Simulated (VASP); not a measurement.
# SiNi3 (Pm-3m) in VASP: further runs, part 2 of 2

VASP 6.6.1.

## (5) Single point, PBE, collinear spin, ferromagnetic start

File INCAR:

```
PREC = Accurate
ENCUT = 690
EDIFF = 1E-6
ISMEAR = -1
SIGMA = 0.05
LREAL = False
LASPH = True
NELM = 200
ALGO = Normal
ISIF = 2
LWAVE = False
LCHARG = True
ISPIN = 2
MAGMOM = 1.5 1.5 1.5 0
LORBIT = 11
NUPDOWN = 4.5
LMAXMIX = 4
GGA = PE
LELF = True
LVHAR = True
NBANDS = 41
GGA_COMPAT = False
```

File KPOINTS:

```
regular mesh
0
Gamma
  6 6 6
```

File POSCAR:

```
SiNi3
1.0
    3.5420000000      0.0000000000      0.0000000000
    0.0000000000      3.5420000000      0.0000000000
    0.0000000000      0.0000000000      3.5420000000
Ni Si
3 1
Direct
    0.5000000000      0.5000000000      0.0000000000
    0.5000000000      0.0000000000      0.5000000000
    0.0000000000      0.5000000000      0.5000000000
    0.0000000000      0.0000000000      0.0000000000
```

Potentials or basis: VASP PAW PBE potentials, release 64 (Ni_sv_GW, Si).

Run with:

```
$ cat potpaw_PBE.64/Ni_sv_GW/POTCAR potpaw_PBE.64/Si/POTCAR > POTCAR
$ mpirun -np 1 vasp_std > vasp.out
```

OUTCAR:

```text
PREC = Accurate
   ENCUT = 690
   EDIFF = 1E-6
   ISMEAR = -1
   LREAL = False
   LASPH = True
   NELM = 200
   ISIF = 2
   ISPIN = 2
   LORBIT = 11
   NUPDOWN = 4.5
   GGA = PE

 ion  position               nearest neighbor table
   1  0.500  0.500  0.000-   2 2.50   3 2.50   4 2.50   2 2.50   3 2.50   2 2.50   4 2.50   2 2.50
                             3 2.50   4 2.50   3 2.50   4 2.50
   2  0.500  0.000  0.500-   1 2.50   3 2.50   4 2.50   1 2.50   4 2.50   1 2.50   3 2.50   1 2.50
                             3 2.50   4 2.50   4 2.50   3 2.50
   3  0.000  0.500  0.500-   1 2.50   2 2.50   4 2.50   1 2.50   4 2.50   2 2.50   4 2.50   4 2.50
                             1 2.50   2 2.50   1 2.50   2 2.50
   4  0.000  0.000  0.000-   1 2.50   2 2.50   3 2.50   2 2.50   3 2.50   1 2.50   3 2.50   3 2.50
                             1 2.50   2 2.50   2 2.50   1 2.50

  LATTYP: Found a simple cubic cell.
 ALAT       =     3.5420000000

  Lattice vectors:

 A1 = (   3.5420000000,   0.0000000000,   0.0000000000)
 A2 = (   0.0000000000,   3.5420000000,   0.0000000000)
 A3 = (   0.0000000000,   0.0000000000,   3.5420000000)

Analysis of symmetry for initial positions (statically):
=====================================================================
 Subroutine PRICEL returns:
 Original cell was already a primitive cell.

 Routine SETGRP: Setting up the symmetry group for a
 simple cubic supercell.

 Subroutine GETGRP returns: Found 48 space group operations
 (whereof 48 operations were pure point group operations)
 out of a pool of 48 trial point group operations.

The static configuration has the point symmetry O_h .

Analysis of symmetry for dynamics (positions and initial velocities):
=====================================================================
 Subroutine PRICEL returns:
 Original cell was already a primitive cell.

 Routine SETGRP: Setting up the symmetry group for a
 simple cubic supercell.

 Subroutine GETGRP returns: Found 48 space group operations
 (whereof 48 operations were pure point group operations)
 out of a pool of 48 trial point group operations.

The dynamic configuration has the point symmetry O_h .

Analysis of structural, dynamic, and magnetic symmetry:
=====================================================================
 Subroutine PRICEL returns:
 Original cell was already a primitive cell.

 Routine SETGRP: Setting up the symmetry group for a
 simple cubic supercell.

 Subroutine GETGRP returns: Found 48 space group operations
 (whereof 48 operations were pure point group operations)
 out of a pool of 48 trial point group operations.

The overall configuration has the point symmetry O_h .

 Subroutine INISYM returns: Found 48 space group operations
 (whereof 48 operations are pure point group operations),
 and found     1 'primitive' translations

----------------------------------------------------------------------------------------

                                     Primitive cell

  volume of cell :      44.4371

[... 77 lines left out ...]
 SYSTEM =  unknown system
   PREC   = accura    normal or accurate (medium, high low for compatibility)
   ISTART =      0    job   : 0-new  1-cont  2-samecut
   ICHARG =      2    charge: 1-file 2-atom 10-const
   ISPIN  =      2    spin polarized calculation?
   LNONCOLLINEAR =      F non collinear calculations
   LSORBIT =      F    spin-orbit coupling
   LASPH  =      T    aspherical Exc in radial PAW
   ENCUT  =  690.0 eV  50.71 Ry    7.12 a.u.   7.59  7.59  7.59*2*pi/ulx,y,z
   NELM   =    200;   NELMIN=  2; NELMDL= -5     # of ELM steps
   EDIFF  = 0.1E-05   stopping-criterion for ELM
   LREAL  =      F    real-space projection
[... 7 lines left out ...]
   TEBEG  =    0.0;   TEEND  =   0.0 temperature during run
   PSTRESS=    0.0 pullay stress
   NELECT =      58.0000    total number of electrons
   NUPDOWN=       4.5000    fix difference up-down
   EMIN   =  10.00;   EMAX   =-10.00  energy-range for DOS
   EFERMI =   0.00;   METHOD = LEGACY
   ISMEAR =    -1;   SIGMA  =   0.05  broadening in eV -4-tet -1-fermi 0-gaus
   EFERMI_NEDOS =   21; number of points for ismear=-14 and -15
   IALGO  =     38    algorithm
   IMIX   =      4    mixing-type and parameters
     AMIX     =   0.40;   BMIX     =  1.00
     AMIX_MAG =   1.60;   BMIX_MAG =  1.00
  volume/ion in A,a.u.               =      11.11        74.97
  Fermi-wavevector in a.u.,A,eV,Ry     =   1.789104  3.380916 43.550799  3.200893
  Thomas-Fermi vector in A             =   2.852146
   LORBIT       =     11    0 simple, 1 ext, 2 COOP (PROOUT), +10 PAW based schemes
   GGA     = PE    functional components
   LHFCALC =     F    Hartree Fock is set to
   AEXX    =    0.0000 exact exchange contribution
   IVDW    =     0    specifies the selected vdW correction
   LEPSILON=     F    determine dielectric tensor
   LRPA    =     F    only Hartree local field effects (RPA)
 spin polarized calculation
  energy-cutoff  :      690.00
  volume of cell :       44.44
 maximum number of plane-waves:      1856
   NGX = 15   NGY = 15   NGZ = 15

 number of electron      57.9999921 magnetization       4.4999993

 Free energy of the ion-electron system (eV)
  ---------------------------------------------------
  ext. energy  EPLUGINS =         0.00000000
  ---------------------------------------------------
  free energy    TOTEN  =       -23.46045287 eV

  energy without entropy =      -23.41384674  energy(sigma->0) =      -23.43714980

 E-fermi :   8.3476     XC(G=0): -13.4086

 val. band max:       11.4731929360   @ k =   0.3333   0.3333   0.1667
 cond. band min:       8.3492680592   @ k =   0.5000   0.3333   0.1667
 fundamental gap:     -3.1239248768
 Fermi energy:        11.4991217832

 spin component 1

 k-point     1 :       0.0000    0.0000    0.0000
  band No.  band energies     occupation
      1     -95.4064      1.00000
      2     -95.3768      1.00000
      3     -95.3768      1.00000
      4     -55.8277      1.00000
      5     -55.8277      1.00000
      6     -55.8277      1.00000
[... 869 lines left out ...]
     40      25.6369      0.00000
     41      29.8445      0.00000
 Fermi energy:         8.3475843649

 spin component 2

 k-point     1 :       0.0000    0.0000    0.0000
  band No.  band energies     occupation
      1     -93.9547      1.00000
      2     -93.9238      1.00000
      3     -93.9238      1.00000
      4     -54.4149      1.00000
      5     -54.4149      1.00000
      6     -54.4149      1.00000
[... 869 lines left out ...]
     40      26.2246      0.00000
     41      30.4947      0.00000

------------------------ aborting loop because EDIFF is reached ----------------------------------------

  FORCE on cell =-STRESS in cart. coord.  units (eV):
  Direction    XX          YY          ZZ          XY          YZ          ZX
  --------------------------------------------------------------------------------------
  -------------------------------------------------------------------------------------
  Total        3.1802100      3.1802100      3.1802100      0.0000000     -0.0000000      0.0000000
  in kB      114.6623146    114.6623146    114.6623146      0.0000000     -0.0000000      0.0000000
  external PRESSURE =     114.6623146 kB  Pullay stress =       0.0000000 kB

 VOLUME and BASIS-vectors are now :
 -----------------------------------------------------------------------------
  energy-cutoff  :      690.00
  volume of cell :       44.44
      direct lattice vectors                 reciprocal lattice vectors
     3.542000000  0.000000000  0.000000000     0.282326369  0.000000000  0.000000000
     0.000000000  3.542000000  0.000000000     0.000000000  0.282326369  0.000000000
     0.000000000  0.000000000  3.542000000     0.000000000  0.000000000  0.282326369

 POSITION                                       TOTAL-FORCE (eV/Angst)
 -----------------------------------------------------------------------------------
      1.77100      1.77100      0.00000         0.000000      0.000000      0.000000
      1.77100      0.00000      1.77100         0.000000      0.000000      0.000000
      0.00000      1.77100      1.77100         0.000000      0.000000      0.000000
      0.00000      0.00000      0.00000         0.000000      0.000000      0.000000
 -----------------------------------------------------------------------------------
    total drift:                                0.000000      0.000000     -0.000000

  FREE ENERGIE OF THE ION-ELECTRON SYSTEM (eV)
  ---------------------------------------------------
  free  energy   TOTEN  =       -23.4604528676 eV

  energy  without entropy=      -23.4138467382  energy(sigma->0) =      -23.43714980

 total charge

# of ion       s       p       d       f       tot
--------------------------------------------------
    1        2.239   6.348   7.755   0.004  16.347
    2        2.239   6.348   7.755   0.004  16.347
    3        2.239   6.348   7.755   0.004  16.347
    4        0.735   0.896   0.000   0.000   1.631
--------------------------------------------------
tot          7.452  19.940  23.266   0.013  50.671

 magnetization (x)

# of ion       s       p       d       f       tot
--------------------------------------------------
    1        0.016   0.065   1.157   0.001   1.240
    2        0.016   0.065   1.157   0.001   1.240
    3        0.016   0.065   1.157   0.001   1.240
    4        0.091   0.217   0.000   0.000   0.308
--------------------------------------------------
tot          0.141   0.413   3.472   0.002   4.028
```

It took 91 s on 1 thread of AMD EPYC 9R45 (Zen 5), shared host; peak memory 0.22 GiB.

Results:

```
Free energy                                           : -23.4605 eV
Pressure                                              : 11.5 GPa
Net moment                                            : 4.50 μB per cell
Site moments                                          : Ni +1.24; Si +0.31 μB
Valence electrons inside the program's atomic spheres : Ni 16.35; Si 1.63
```

Caveat: the cell stands under pressure; the total moment is fixed, so each spin has its own Fermi level and the state may be an excited one.

## (6) The runs side by side

```tsv
level	fixed moment (μB)	k mesh	smearing	gap on the mesh (eV)	pressure (GPa)	moment (μB)
PBEsol	6.0	6 × 6 × 6	fermi-dirac 0.05 eV	-	16.5	6.00
PBE	-	8 × 8 × 8	gaussian 0.017 eV	none	-6.9	0.00
PBE	-	8 × 8 × 8	gaussian 0.016 eV	none	-6.9	0.00
PBE	4.5	6 × 6 × 6	fermi-dirac 0.05 eV	-	11.5	4.50
```

Alike in all rows: task single point; potentials or basis VASP PAW PBE potentials, release 64 (Ni_sv_GW, Si); spin collinear, ferromagnetic start; cell as given; cutoff (eV) 690.

The pressure there spans -6.9 GPa (PBE) to 16.5 GPa (PBEsol); a positive pressure means that this level wants a larger cell, a negative one a smaller.

Caveats: the cell stands under pressure (at least some runs); the total moment is fixed, so each spin has its own Fermi level and the state may be an excited one (at least some runs); the cell stands under tension (at least some runs); the moments typed at the start vanished in this run (at least some runs); the PAW data sets were made with another functional, which shifts forces and pressure a little (at least some runs).

Absolute energies hang on the potentials; compare differences alone.

The gap in the log of VASP goes by the Fermi energy; the results here count the filled bands.